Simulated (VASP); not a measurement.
Input of a VASP 6.6.1 run:

File POSCAR:

```
ZrH2
1.0
    0.0000000000      2.4092250000      2.4092250000
    2.4092250000      0.0000000000      2.4092250000
    2.4092250000      2.4092250000      0.0000000000
Zr H
1 2
Direct
    0.0000000000      0.0000000000      0.0000000000
    0.7500000000      0.7500000000      0.7500000000
    0.2500000000      0.2500000000      0.2500000000
```

The input INCAR.step1:

```
ALGO     = Normal         # electronic algorithm
EDIFF    = 1E-4           # SCF threshold, eV
ENCUT    = 600            # plane-wave cutoff, eV
GGA      = PE             # functional
ISMEAR   = 1              # smearing method
LASPH    = T              # aspherical terms in the spheres
LCHARG   = F              # write CHGCAR
LREAL    = F              # projectors in reciprocal space
LWAVE    = T              # write WAVECAR
NELM     = 60             # most SCF steps
PREC     = Accurate       # precision mode
SIGMA    = 0.05           # smearing width, eV
```

The input INCAR.step2:

```
ALGO     = Normal         # electronic algorithm
EDIFF    = 1E-6           # SCF threshold, eV
EDIFFG   = -0.02          # ionic threshold
ENCUT    = 600            # plane-wave cutoff, eV
IBRION   = 2              # ionic algorithm
ISIF     = 3              # what is computed and relaxed
ISMEAR   = 1              # smearing method
ISTART   = 1            
LASPH    = T              # aspherical terms in the spheres
LCHARG   = F              # write CHGCAR
LMIXTAU  = T            
LREAL    = F              # projectors in reciprocal space
LWAVE    = F              # write WAVECAR
METAGGA  = R2SCAN         # meta-GGA
NELM     = 60             # most SCF steps
NSW      = 60             # ionic steps
PREC     = Accurate       # precision mode
SIGMA    = 0.05           # smearing width, eV
```

KPOINTS

```
k-points
0
Gamma
  8 8 8
```

Potentials or basis: VASP PAW PBE potentials, release 64 (Zr_sv, H).

Launch:

```sh
$ cat potpaw_PBE.64/Zr_sv/POTCAR potpaw_PBE.64/H/POTCAR > POTCAR
$ cp INCAR.step1 INCAR
$ mpirun -np 1 vasp_std > vasp.out
$ cp INCAR.step2 INCAR
$ mpirun -np 1 vasp_std > vasp.out
```

(1) Estimate the band gap on the k mesh.

(2) Estimate the space group after relaxing (to 0.1 Å).

## Answers

(1) zero (bands 7 and 8 overlap by 0.41 eV).

(2) Fm-3m (No. 225).
